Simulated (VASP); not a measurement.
# BaTiO3 (Pm-3m) in VASP: further runs, part 2 of 2

VASP 6.6.1. The steps go on from the part before.

**3. Single point, PBE**

This run uses another cell than the first one, of 12.34 Å³/atom, 1.021 times its volume.

Input file INCAR:

```
PREC = Accurate
ENCUT = 520
EDIFF = 1E-6
ISMEAR = 0
SIGMA = 0.01
LREAL = False
LASPH = True
NELM = 60
ALGO = Normal
ISIF = 2
LWAVE = False
LCHARG = False
GGA = PE
NBANDS = 28
```

Input file KPOINTS:

```
Automatic mesh
0
Gamma
  6 6 6
```

Input file POSCAR:

```
BaTiO3
1.0
    3.9518582279      0.0000000000      0.0000000000
    0.0000000000      3.9518582279      0.0000000000
    0.0000000000      0.0000000000      3.9518582279
Ba Ti O
1 1 3
Direct
    0.5000000000      0.5000000000      0.5000000000
    0.0000000000      0.0000000000      0.0000000000
    0.5000000000      0.0000000000      0.0000000000
    0.0000000000      0.5000000000      0.0000000000
    0.0000000000      0.0000000000      0.5000000000
```

Potentials or basis: VASP PAW PBE potentials, release 64 (Ba_sv, Ti_sv, O).

Run with:

```bash
$ cat potpaw_PBE.64/Ba_sv/POTCAR potpaw_PBE.64/Ti_sv/POTCAR potpaw_PBE.64/O/POTCAR > POTCAR
$ mpirun -np 1 vasp_std > vasp.out
```

OUTCAR:

```text
PREC = Accurate
   ENCUT = 520
   EDIFF = 1E-6
   ISMEAR = 0
   LREAL = False
   LASPH = True
   NELM = 60
   ISIF = 2
   GGA = PE

 ion  position               nearest neighbor table
   1  0.500  0.500  0.500-   3 2.79   4 2.79   5 2.79   3 2.79   4 2.79   3 2.79   5 2.79   3 2.79
                             4 2.79   5 2.79   4 2.79   5 2.79   2 3.42   2 3.42   2 3.42   2 3.42
   2  0.000  0.000  0.000-   3 1.98   4 1.98   5 1.98   5 1.98   4 1.98   3 1.98   1 3.42   1 3.42
                             1 3.42   1 3.42   1 3.42   1 3.42   1 3.42   1 3.42
   3  0.500  0.000  0.000-   2 1.98   2 1.98   1 2.79   1 2.79   1 2.79   1 2.79
   4  0.000  0.500  0.000-   2 1.98   2 1.98   1 2.79   1 2.79   1 2.79   1 2.79
   5  0.000  0.000  0.500-   2 1.98   2 1.98   1 2.79   1 2.79   1 2.79   1 2.79

  LATTYP: Found a simple cubic cell.
 ALAT       =     3.9518582279

  Lattice vectors:

 A1 = (   3.9518582279,   0.0000000000,   0.0000000000)
 A2 = (   0.0000000000,   3.9518582279,   0.0000000000)
 A3 = (   0.0000000000,   0.0000000000,   3.9518582279)

Analysis of symmetry for initial positions (statically):
=====================================================================
 Subroutine PRICEL returns:
 Original cell was already a primitive cell.

 Routine SETGRP: Setting up the symmetry group for a
 simple cubic supercell.

 Subroutine GETGRP returns: Found 48 space group operations
 (whereof 48 operations were pure point group operations)
 out of a pool of 48 trial point group operations.

The static configuration has the point symmetry O_h .

Analysis of symmetry for dynamics (positions and initial velocities):
=====================================================================
 Subroutine PRICEL returns:
 Original cell was already a primitive cell.

 Routine SETGRP: Setting up the symmetry group for a
 simple cubic supercell.

 Subroutine GETGRP returns: Found 48 space group operations
 (whereof 48 operations were pure point group operations)
 out of a pool of 48 trial point group operations.

The dynamic configuration has the point symmetry O_h .

[... 121 lines left out ...]
  Fermi-wavevector in a.u.,A,eV,Ry     =   1.416751  2.677271 27.309381  2.007183
  Thomas-Fermi vector in A             =   2.538053
   LORBIT       =      0    0 simple, 1 ext, 2 COOP (PROOUT), +10 PAW based schemes
   GGA     = PE    functional components
   LHFCALC =     F    Hartree Fock is set to
   AEXX    =    0.0000 exact exchange contribution
   IVDW    =     0    specifies the selected vdW correction
   LEPSILON=     F    determine dielectric tensor
   LRPA    =     F    only Hartree local field effects (RPA)
 non-spin polarized calculation
 Gauss-broadening in eV      SIGMA  =   0.01
  energy-cutoff  :      520.00
  volume of cell :       61.72
 maximum number of plane-waves:      1675
 NGX is ok and might be reduce to    30
   NGX = 15   NGY = 15   NGZ = 15

 number of electron      39.9999983 magnetization

 Free energy of the ion-electron system (eV)
  ---------------------------------------------------
  ext. energy  EPLUGINS =         0.00000000
  ---------------------------------------------------
  free energy    TOTEN  =       -39.85111062 eV

  energy without entropy =      -39.85111062  energy(sigma->0) =      -39.85111062

 E-fermi :   4.2591     XC(G=0): -11.4630

 val. band max:        4.1350569322   @ k =   0.5000   0.5000   0.5000
 cond. band min:       5.9536625834   @ k =   0.0000   0.0000   0.0000
 fundamental gap:      1.8186056513
 Fermi energy:         4.2591268807

 k-point     1 :       0.0000    0.0000    0.0000
  band No.  band energies     occupation
      1     -52.3422      2.00000
      2     -28.5752      2.00000
      3     -28.5752      2.00000
      4     -28.5752      2.00000
      5     -20.5965      2.00000
      6     -12.8435      2.00000
[... 609 lines left out ...]
     27      12.2275      0.00000
     28      12.2275      0.00000

------------------------ aborting loop because EDIFF is reached ----------------------------------------

  FORCE on cell =-STRESS in cart. coord.  units (eV):
  Direction    XX          YY          ZZ          XY          YZ          ZX
  --------------------------------------------------------------------------------------
  -------------------------------------------------------------------------------------
  Total        4.3640763      4.3640763      4.3640763      0.0000000      0.0000000     -0.0000000
  in kB      113.2918975    113.2918975    113.2918975      0.0000000      0.0000000     -0.0000000
  external PRESSURE =     113.2918975 kB  Pullay stress =       0.0000000 kB

 VOLUME and BASIS-vectors are now :
 -----------------------------------------------------------------------------
  energy-cutoff  :      520.00
  volume of cell :       61.72
      direct lattice vectors                 reciprocal lattice vectors
     3.951858228  0.000000000  0.000000000     0.253045515  0.000000000  0.000000000
     0.000000000  3.951858228  0.000000000     0.000000000  0.253045515  0.000000000
     0.000000000  0.000000000  3.951858228     0.000000000  0.000000000  0.253045515

 POSITION                                       TOTAL-FORCE (eV/Angst)
 -----------------------------------------------------------------------------------
      1.97593      1.97593      1.97593         0.000000      0.000000      0.000000
      0.00000      0.00000      0.00000         0.000000      0.000000      0.000000
      1.97593      0.00000      0.00000         0.000000      0.000000      0.000000
      0.00000      1.97593      0.00000         0.000000      0.000000      0.000000
      0.00000      0.00000      1.97593         0.000000      0.000000      0.000000
 -----------------------------------------------------------------------------------
    total drift:                                0.000000     -0.000000      0.000000

  FREE ENERGIE OF THE ION-ELECTRON SYSTEM (eV)
  ---------------------------------------------------
  free  energy   TOTEN  =       -39.8511106190 eV

  energy  without entropy=      -39.8511106190  energy(sigma->0) =      -39.85111062
```

stdout:

```text
POSCAR found type information on POSCAR BaTiO
 POSCAR found :  3 types and       5 ions
 scaLAPACK will be used
 LDA part: xc-table for (Slater+PW92), standard interpolation
 POSCAR, INCAR and KPOINTS ok, starting setup
 FFT: planning ... GRIDC
 FFT: planning ... GRID_SOFT
 FFT: planning ... GRID
 WAVECAR not read
 entering main loop
```

It took 34 s on 1 thread of Intel Xeon Platinum 8259CL at 2.50GHz (Skylake/Cascade Lake), shared host; peak memory 0.19 GiB.

What came out:

```
Free energy            : -39.8511 eV
Pressure               : 11.3 GPa
Band gap on the k mesh : 1.82 eV, indirect (least direct gap 1.93 eV)
```

Levels at points of the mesh, in eV from the valence-band top:
| k point | band 18 | band 19 | band 20 | band 21 | band 22 | band 23 |
| --- | --- | --- | --- | --- | --- | --- |
| (0.00, 0.00, 0.00) | -0.11 | -0.11 | -0.11 | 1.82 | 1.82 | 1.82 |
| (0.50, 0.00, 0.00) | -1.87 | -0.71 | -0.71 | 1.99 | 3.68 | 3.68 |
| (0.50, 0.50, 0.00) | -0.85 | -0.85 | -0.10 | 3.69 | 3.69 | 4.12 |
| (0.50, 0.50, 0.50) | 0.00 | 0.00 | 0.00 | 4.40 | 4.40 | 4.40 |

Caveat: spin-orbit coupling is left out, which moves the levels of the heavy elements.

**4. Single point, PBE**

This run uses another cell than the first one, of 12.60 Å³/atom, 1.043 times its volume.

Input file INCAR:

```
SYSTEM = BaTiO3
PREC = Accurate
ENCUT = 520
EDIFF = 1E-6
ISMEAR = 0
SIGMA = 0.01
LREAL = .FALSE.
LASPH = .TRUE.
NELM = 100
ALGO = Normal
ISIF = 2
LWAVE = .FALSE.
LCHARG = .FALSE.
GGA = PE
NBANDS = 28
```

Input file KPOINTS:

```
regular mesh
0
G
  6 6 6
  0 0 0
```

POSCAR: that of step 3 with these lines changed.

```diff
@@ -2,5 +2,5 @@
 1.0
-    3.9518582279      0.0000000000      0.0000000000
-    0.0000000000      3.9518582279      0.0000000000
-    0.0000000000      0.0000000000      3.9518582279
+    3.9791132838      0.0000000000      0.0000000000
+    0.0000000000      3.9791132838      0.0000000000
+    0.0000000000      0.0000000000      3.9791132838
 Ba Ti O
```

Run with:

```bash
$ cat potpaw_PBE.64/Ba_sv/POTCAR potpaw_PBE.64/Ti_sv/POTCAR potpaw_PBE.64/O/POTCAR > POTCAR
$ mpirun -np 1 vasp_std > vasp.out
```

It took 31 s on 1 thread of Intel Xeon Platinum 8259CL at 2.50GHz (Skylake/Cascade Lake), shared host; peak memory 0.19 GiB.

Results (log left out):

| Property | Result |
| --- | --- |
| Free energy | -39.9265 eV |
| Pressure | 7.1 GPa |
| Band gap on the k mesh | 1.78 eV, indirect (least direct gap 1.91 eV) |

Levels at points of the mesh, in eV from the valence-band top:
```csv
k point,band 18,band 19,band 20,band 21,band 22,band 23
"(0.00, 0.00, 0.00)",-0.13,-0.13,-0.13,1.78,1.78,1.78
"(0.50, 0.00, 0.00)",-1.85,-0.71,-0.71,1.95,3.57,3.57
"(0.50, 0.50, 0.00)",-0.86,-0.86,-0.09,3.58,3.58,4.00
"(0.50, 0.50, 0.50)",0.00,0.00,0.00,4.27,4.27,4.27
```

Caveat: spin-orbit coupling is left out, which moves the levels of the heavy elements. A k mesh can miss the band edges.

**5. Single point, PBE**

This run uses another cell than the first one, of 12.86 Å³/atom, 1.064 times its volume.

Input file INCAR:

```
PREC = Accurate ; ENCUT = 520
EDIFF = 1E-6 ; ISMEAR = 0
SIGMA = 0.01 ; LREAL = False
LASPH = True ; NELM = 60
ALGO = Normal ; ISIF = 2
LWAVE = False ; LCHARG = False
GGA = PE ; NBANDS = 28
```

Input file KPOINTS:

```
regular mesh
0
Gamma
  6 6 6
```

POSCAR: that of step 4 with these lines changed.

```diff
@@ -2,5 +2,5 @@
 1.0
-    3.9791132838      0.0000000000      0.0000000000
-    0.0000000000      3.9791132838      0.0000000000
-    0.0000000000      0.0000000000      3.9791132838
+    4.0060000000      0.0000000000      0.0000000000
+    0.0000000000      4.0060000000      0.0000000000
+    0.0000000000      0.0000000000      4.0060000000
 Ba Ti O
```

Run with:

```bash
$ cat potpaw_PBE.64/Ba_sv/POTCAR potpaw_PBE.64/Ti_sv/POTCAR potpaw_PBE.64/O/POTCAR > POTCAR
$ mpirun -np 1 vasp_std > vasp.out
```

Wall time 32 s (1 thread of Intel Xeon Platinum 8259CL at 2.50GHz (Skylake/Cascade Lake), shared host); peak memory 0.19 GiB.

The run converged. Its results:

* Free energy: -39.9702 eV
* Pressure: 3.4 GPa
* Band gap on the k mesh: 1.74 eV, indirect (least direct gap 1.89 eV)

Levels at points of the mesh, in eV from the valence-band top:
| k point | band 16 | band 17 | band 18 | band 19 | band 20 | band 21 | band 22 | band 23 | band 24 | band 25 |
| --- | --- | --- | --- | --- | --- | --- | --- | --- | --- | --- |
| (0.00, 0.00, 0.00) | -1.09 | -1.09 | -0.15 | -0.15 | -0.15 | 1.74 | 1.74 | 1.74 | 3.88 | 3.88 |
| (0.50, 0.00, 0.00) | -1.91 | -1.83 | -1.83 | -0.71 | -0.71 | 1.90 | 3.47 | 3.47 | 3.89 | 5.90 |
| (0.50, 0.50, 0.00) | -2.68 | -1.72 | -0.87 | -0.87 | -0.09 | 3.48 | 3.48 | 3.89 | 4.73 | 7.64 |
| (0.50, 0.50, 0.50) | -2.41 | -2.41 | 0.00 | 0.00 | 0.00 | 4.14 | 4.14 | 4.14 | 6.71 | 6.71 |

Caveat: spin-orbit coupling is left out, which moves the levels of the heavy elements. A k mesh can miss the band edges.

**6. Single point, PBE**

This run uses another cell than the first one, of 13.11 Å³/atom, 1.085 times its volume.

Input file INCAR:

```
SYSTEM = BaTiO3
ALGO = Normal
EDIFF = 1E-6
ENCUT = 520
GGA = PE
ISIF = 2
ISMEAR = 0
LASPH = .True.
LCHARG = .False.
LREAL = .False.
LWAVE = .False.
NBANDS = 28
NELM = 60
PREC = Accurate
SIGMA = 0.01
```

Input file KPOINTS:

```
k-points
0
Gamma
  6 6 6
  0 0 0
```

POSCAR: that of step 5 with these lines changed.

```diff
@@ -2,5 +2,5 @@
 1.0
-    4.0060000000      0.0000000000      0.0000000000
-    0.0000000000      4.0060000000      0.0000000000
-    0.0000000000      0.0000000000      4.0060000000
+    4.0325305745      0.0000000000      0.0000000000
+    0.0000000000      4.0325305745      0.0000000000
+    0.0000000000      0.0000000000      4.0325305745
 Ba Ti O
```

Potentials or basis: VASP PAW PBE potentials, release 64 (Ba_sv, Ti_sv, O).

Run with:

```bash
$ cat potpaw_PBE.64/Ba_sv/POTCAR potpaw_PBE.64/Ti_sv/POTCAR potpaw_PBE.64/O/POTCAR > POTCAR
$ mpirun -np 1 vasp_std > vasp.out
```

It took 33 s on 1 thread of Intel Xeon Platinum 8259CL at 2.50GHz (Skylake/Cascade Lake), shared host; peak memory 0.19 GiB.

It converged, with:

* Free energy: -39.9853 eV
* Pressure: 0.1 GPa
* Band gap on the k mesh: 1.70 eV, indirect (least direct gap 1.86 eV)

Levels at points of the mesh, in eV from the valence-band top:
```csv
k point,band 18,band 19,band 20,band 21,band 22,band 23
"(0.00, 0.00, 0.00)",-0.17,-0.17,-0.17,1.70,1.70,1.70
"(0.50, 0.00, 0.00)",-1.80,-0.71,-0.71,1.85,3.37,3.37
"(0.50, 0.50, 0.00)",-0.88,-0.88,-0.09,3.38,3.38,3.78
"(0.50, 0.50, 0.50)",0.00,0.00,0.00,4.02,4.02,4.02
```

Caveat: spin-orbit coupling is left out, which moves the levels of the heavy elements. A k mesh can miss the band edges.

**7. Summary**

```tsv
cell	gap on the mesh (eV)	pressure (GPa)
a = 3.924 Å, 5 atoms	1.86	16.0
a = 3.952 Å, 5 atoms	1.82	11.3
a = 3.979 Å, 5 atoms	1.78	7.1
a = 4.006 Å, 5 atoms	1.74	3.4
a = 4.033 Å, 5 atoms	1.70	0.1
```

Alike in all rows: task single point; level PBE; potentials or basis VASP PAW PBE potentials, release 64 (Ba_sv, Ti_sv, O); no spin polarisation; k mesh 6 × 6 × 6; cutoff (eV) 520; smearing gaussian 0.01 eV.

Caveats: spin-orbit coupling is left out, which moves the levels of the heavy elements.

Absolute energies hang on the potentials; compare differences alone.
